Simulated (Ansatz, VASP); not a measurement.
GaSb: VASP beside Ansatz

```
Ga Sb
1.0
     0.00000    3.06588    3.00456
     3.06588    0.00000    3.00456
     3.06588    3.06588    0.00000
Ga Sb
1 1
Direct
  0.00000 0.00000 0.00000
  0.25000 0.25000 0.25000
```

Change from the starting cell: uniaxial_z strain -2.0%.

Alike in both runs: task single point; functional PBE; k mesh 8 × 8 × 8; occupations fermi-dirac, width 0.02 eV; no spin polarisation.

```csv
,VASP,Ansatz
version,VASP 6.6.1,Ansatz 0.2.0
potentials or method,"VASP PAW PBE potentials, release 64 (Ga_d, Sb)","plane waves, PAW"
plane-wave cutoff (eV),520,420
valence electrons in the cell,18,28
```

```tsv
	VASP	Ansatz	Ansatz less VASP
pressure (GPa)	3.1	3.1	-0.07
traceless stress, the component that is largest in VASP (GPa)	0.55	0.55	+0.001
```

VASP's potentials hold 18 valence electrons a cell and Ansatz's 28, so a difference there can come from the potentials and not from the codes.

Spin-orbit coupling is off throughout.
